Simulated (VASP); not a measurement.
Wanted: the native input for a VASP 6.6.1 run.

```yaml
Task: single point
Functional: r2SCAN
Potentials_or_basis: VASP PAW PBE potentials, release 64 (Sn_d, Se)
Cutoff: 520 eV
k_mesh: 12 × 12 × 6
Occupations: gaussian, width 0.01 eV
Spin: no spin polarisation
Dipole_correction: no
Further_INCAR_settings: ALGO = Normal; EDIFF = 1e-06; NBANDS = 20
```

Crystal: SnSe2.

```
Sn Se
1.0
     3.71696    0.00000    0.00000
    -1.85848    3.21899    0.00000
     0.00000    0.00000    5.59616
Sn Se
1 2
Cartesian
  0.0000 0.0000 0.0000
  0.0000 2.1460 1.5662
  1.8585 1.0730 4.0300
```

These files were run (other wordings do the same):

POSCAR

```
SnSe2
1.0
    3.7169637573      0.0000000000      0.0000000000
   -1.8584818786      3.2189850388      0.0000000000
    0.0000000000      0.0000000000      5.5961639602
Sn Se
1 2
Direct
    0.0000000000      0.0000000000      0.0000000000
    0.3333333333      0.6666666667      0.2798669877
    0.6666666667      0.3333333333      0.7201330123
```

INCAR.step1

```
SYSTEM = SnSe2
ALGO = Normal
EDIFF = 1E-4
ENCUT = 520
GGA = PE
ISMEAR = 0
LASPH = .TRUE.
LCHARG = .FALSE.
LREAL = .FALSE.
LWAVE = .TRUE.
NBANDS = 20
NELM = 100
PREC = Accurate
SIGMA = 0.01
```

INCAR.step2

```
SYSTEM = SnSe2
ALGO = Normal
EDIFF = 1E-6
ENCUT = 520
ISIF = 2
ISMEAR = 0
ISTART = 1
LASPH = .TRUE.
LCHARG = .TRUE.
LELF = .TRUE.
LMIXTAU = .TRUE.
LREAL = .FALSE.
LVHAR = .TRUE.
LWAVE = .FALSE.
METAGGA = R2SCAN
NBANDS = 20
NELM = 100
PREC = Accurate
SIGMA = 0.01
```

KPOINTS

```
k-points
0
G
  12 12 6
  0 0 0
```

Potentials or basis: VASP PAW PBE potentials, release 64 (Sn_d, Se).

Run with:

```console
$ cat potpaw_PBE.64/Sn_d/POTCAR potpaw_PBE.64/Se/POTCAR > POTCAR
$ cp INCAR.step1 INCAR
$ mpirun -np 1 vasp_std > vasp.out
$ cp INCAR.step2 INCAR
$ mpirun -np 1 vasp_std > vasp.out
```

It gave:

```json
{
  "Pressure": "10.1 GPa",
  "Largest force": "0.019 eV/Å",
  "Band gap on the k mesh": "0.34 eV, indirect (least direct gap 1.41 eV)"
}
```

Caveat: the PAW data sets were made with another functional, which shifts forces and pressure a little; spin-orbit coupling is left out, which moves the levels of the heavy elements.

Wall time 4.8 min on 1 thread of Intel(R) Xeon(R) Platinum 8488C (Sapphire Rapids) (shared host), peak memory 0.27 GiB.
